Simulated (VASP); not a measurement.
Wanted: the native input for a VASP 6.6.1 run.

```yaml
Task: single point
Functional: PBE
Potentials_or_basis: VASP PAW PBE potentials, release 64 (Ga_d, Ge_d, Se)
Cutoff: 520 eV
k_mesh: 10 × 10 × 4
Occupations: gaussian, width 0.1 eV
Spin: no spin polarisation
Dipole_correction: no
Further_INCAR_settings: ALGO = Normal; EDIFF = 1e-06; NBANDS = 38
```

The structure of Ga2GeSe3 lies in POSCAR:

```
Ga2GeSe3
1.0
    3.8271967889      0.0000000000      0.0000000000
    0.0000000000      3.8271967889      0.0000000000
    0.0000000000      0.0000000000     10.3946510128
Ga Ge Se
2 1 3
Direct
    0.5000000000      0.0000000000      0.3902136935
    0.0000000000      0.5000000000      0.6097863065
    0.0000000000      0.0000000000      0.0000000000
    0.5000000000      0.0000000000      0.6458015008
    0.0000000000      0.5000000000      0.3541984992
    0.5000000000      0.5000000000      0.0000000000
```

The cell was built from a structure type or drawn by symmetry, and may not be a known phase.

The input as run:

INCAR

```
PREC = Accurate
ENCUT = 520
EDIFF = 1E-6
ISMEAR = 0
SIGMA = 0.1
LREAL = F
LASPH = T
NELM = 80
ALGO = Normal
ISIF = 2
LWAVE = F
LCHARG = T
GGA = PE
LELF = T
LVHAR = T
NBANDS = 38
```

KPOINTS

```
Automatic mesh
0
Gamma
  10 10 4
```

Potentials or basis: VASP PAW PBE potentials, release 64 (Ga_d, Ge_d, Se).

Run with:

```console
$ cat potpaw_PBE.64/Ga_d/POTCAR potpaw_PBE.64/Ge_d/POTCAR potpaw_PBE.64/Se/POTCAR > POTCAR
$ mpirun -np 1 vasp_std > vasp.out
```

Results of the run:

```json
{
 "Pressure": "0.1 GPa",
 "Largest force": "0.009 eV/Å",
 "Band gap on the k mesh": "zero (bands 29 and 30 overlap by 2.21 eV)"
}
```

Wall time 7.3 min on 1 thread of Intel Xeon 8259CL (shared host), peak memory 0.46 GiB.
